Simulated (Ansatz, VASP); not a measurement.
# Two plane-wave programs on CuI

Contents of INCAR:

```
SYSTEM = CuI
PREC = Accurate
ENCUT = 520
EDIFF = 1E-6
ISMEAR = 0
SIGMA = 0.01
LREAL = .FALSE.
LASPH = .TRUE.
NELM = 80
ALGO = Normal
ISIF = 2
LWAVE = .FALSE.
LCHARG = .TRUE.
GGA = PE
LELF = .TRUE.
LVHAR = .TRUE.
NBANDS = 26
```

Contents of KPOINTS:

```
regular mesh
0
G
  6 6 4
  0 0 0
```

Contents of POSCAR:

```
CuI
1.0
    4.1473371297      0.0000000000      0.0000000000
   -2.0736685648      3.5916993124      0.0000000000
    0.0000000000      0.0000000000      6.3363560909
Cu I
2 2
Direct
    0.0000000000      0.0000000000      0.0000000000
    0.0000000000      0.0000000000      0.5000000000
    0.3333333333      0.6666666667      0.2500000000
    0.6666666667      0.3333333333      0.7500000000
```

Input for Ansatz:

```yaml
crystal:
  lattice:
    - [4.1473371297, 0.0, 0.0]
    - [-2.0736685648, 3.5916993124, 0.0]
    - [0.0, 0.0, 6.3363560909]
  atoms:
    - { symbol: Cu, position: [0.0, 0.0, 0.0] }
    - { symbol: Cu, position: [0.0, 0.0, 0.5] }
    - { symbol: I, position: [0.3333333333, 0.6666666667, 0.25] }
    - { symbol: I, position: [0.6666666667, 0.3333333333, 0.75] }
kpoints:
  mp_grid: { grid: [6, 6, 4] }
hamiltonian:
  xc: pbe
scf:
  occupations: { method: fixed }
output:
  optics:
    e_range: [0, 12]
    de: 0.05
    sigma: 0.1
    bands: { spectra_wanted_up_to: 12 }
    scissors: 1.599
```

Alike in both runs: task single point; functional PBE; k mesh 6 × 6 × 4; no spin polarisation.

|  | VASP | Ansatz |
| --- | --- | --- |
| version | VASP 6.6.1 | Ansatz 0.2.0 |
| potentials or method | VASP PAW PBE potentials, release 64 (Cu, I) | plane waves, PAW |
| plane-wave cutoff (eV) | 520 | 420 |
| occupations | gaussian, width 0.01 eV | fixed |
| valence electrons in the cell | 36 | 72 |

Ansatz gave:

```
gap on the k mesh at the Fermi level (eV) : 0.48
```

Problem. What did VASP give for the same quantities?

Solution. gap on the k mesh at the Fermi level (eV): 0.49.

VASP's potentials hold 36 valence electrons a cell and Ansatz's 72, so a difference there can come from the potentials and not from the codes.

Neither program's run includes spin-orbit coupling.
